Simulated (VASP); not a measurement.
The system is BeS.

```
CELL_PARAMETERS angstrom
3.32641 -3.32641 0.00000
3.32641 3.32641 0.00000
0.00000 0.00000 4.70425
ATOMIC_POSITIONS crystal
Be 0.50000 0.50000 0.00000
Be 0.00000 0.00000 0.00000
S 0.75000 0.25000 0.75000
S 0.25000 0.75000 0.25000
```

- Program: VASP 6.6.1
- Task: relaxation of cell and atoms
- Functional: PBE
- Potentials or basis: VASP PAW PBE potentials, release 64 (Be, S)
- Cutoff: 600 eV
- k mesh: 4 × 4 × 4
- Occupations: gaussian, width 0.1 eV
- Spin: no spin polarisation

At the start: pressure -6.7 GPa; volume 26.03 Å³/atom.

Q: Where does the relaxation end?

A: Over 19 steps the energy falls by 161.5 meV/atom and the volume is 27.25 Å³/atom (+4.7 %); space group Cmme (No. 67, to 0.05 Å).

The path:
| step | energy change (eV) | largest force (eV/Å) | pressure (GPa) | volume (Å³) |
| --- | --- | --- | --- | --- |
| 1 | 0.0000 | 1.4021 | -6.73 | 104.10 |
| 2 | -0.2517 | 2.2380 | 8.26 | 88.06 |
| 3 | -0.5408 | 0.3408 | 0.44 | 94.25 |
| 4 | -0.5410 | 0.3884 | 0.63 | 94.05 |
| 5 | -0.5698 | 0.2978 | 0.44 | 94.78 |
| 6 | -0.6222 | 0.0481 | -0.26 | 96.85 |
| 7 | -0.6282 | 0.2506 | -0.64 | 97.78 |
| 8 | -0.6190 | 0.3406 | 1.68 | 96.33 |
| 9 | -0.6345 | 0.0352 | 0.22 | 97.24 |
| 10 | -0.6345 | 0.0319 | 0.24 | 97.23 |
| 11 | -0.6358 | 0.0415 | 0.19 | 97.89 |
| 12 | -0.6390 | 0.0698 | 0.08 | 99.88 |
| 13 | -0.6426 | 0.1217 | -0.11 | 103.89 |
| 14 | -0.6425 | 0.2052 | -0.37 | 112.04 |
| 15 | -0.6437 | 0.1493 | -0.21 | 107.11 |
| 16 | -0.6446 | 0.0879 | -0.03 | 107.55 |
| 17 | -0.6448 | 0.0356 | 0.11 | 107.93 |
| 18 | -0.6452 | 0.0355 | 0.10 | 108.20 |
| 19 | -0.6461 | 0.0349 | 0.06 | 109.02 |

Final structure:
```yaml
crystal:
  lattice:
    - [3.78592, -2.82493, 0.00000]
    - [3.78592, 2.82493, 0.00000]
    - [0.00000, 0.00000, 5.09667]
  atoms:
    - { symbol: Be, position: [0.50000, 0.50000, 0.00000] }
    - { symbol: Be, position: [0.00000, 0.00000, 0.00000] }
    - { symbol: S, position: [0.75000, 0.25000, 0.75173] }
    - { symbol: S, position: [0.25000, 0.75000, 0.24827] }
```
